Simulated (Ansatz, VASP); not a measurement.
## TiSi2: VASP beside Ansatz

The input INCAR:

```
SYSTEM = TiSi2
ALGO = Normal
EDIFF = 1E-7
ENCUT = 520
ISIF = 2
ISMEAR = -1
LASPH = .True.
LCHARG = .False.
LREAL = .False.
LWAVE = .False.
NBANDS = 17
NELM = 60
PREC = Accurate
SIGMA = 0.05
```

KPOINTS

```
k-points
0
Gamma
  12 12 12
  0 0 0
```

POSCAR

```
TiSi2
1.0
   -1.4922541174      1.7346606101      4.2675115011
    1.4922541174     -1.7346606101      4.2675115011
    1.4922541174      1.7346606101     -4.2675115011
Ti Si
1 2
Direct
    0.0000000000      0.0000000000      0.0000000000
    0.6700780000      0.6700780000      0.0000000000
    0.3299220000      0.3299220000      0.0000000000
```

File input.yaml:

```yaml
crystal:
  lattice:
    - [-1.4922541174, 1.7346606101, 4.2675115011]
    - [1.4922541174, -1.7346606101, 4.2675115011]
    - [1.4922541174, 1.7346606101, -4.2675115011]
  atoms:
    - { symbol: Ti, position: [0.0, 0.0, 0.0] }
    - { symbol: Si, position: [0.670078, 0.670078, 0.0] }
    - { symbol: Si, position: [0.329922, 0.329922, 0.0] }
hamiltonian:
  xc: lda
  pseudopotentials: { kind: paw }
kpoints:
  mp_grid: { grid: [12, 12, 12] }
scf:
  occupations: { method: fermi_dirac, width: 0.05 }
output:
  forces: true
  stress: true
  eigenvalues: true
```

Alike in both runs: task single point; functional LDA; k mesh 12 × 12 × 12; occupations fermi-dirac, width 0.05 eV; no spin polarisation.

|  | VASP | Ansatz |
| --- | --- | --- |
| version | VASP 6.6.1 | Ansatz 0.2.0 |
| potentials or method | VASP PAW LDA potentials, release 64 (Ti_sv, Si) | Ansatz PAW |
| plane-wave cutoff (eV) | 520 | 420 |
| valence electrons in the cell | 20 | 20 |

|  | VASP | Ansatz | Ansatz less VASP |
| --- | --- | --- | --- |
| gap on the k mesh at the Fermi level (eV) | none | none | - |
| pressure (GPa) | -10.9 | -11.1 | -0.15 |
| traceless stress, the component that is largest in VASP (GPa) | 1.05 | 1.06 | +0.010 |
| rms of the force components (eV/Å) | 0.065 | 0.067 | +0.0023 |

LDA's correlation is that of Perdew and Zunger in VASP and of Perdew and Wang (1992) in Ansatz. Atom by atom the forces differ by 0.002 eV/Å (rms over components). A gap of «none» marks a metal or a gap that the smearing closes.
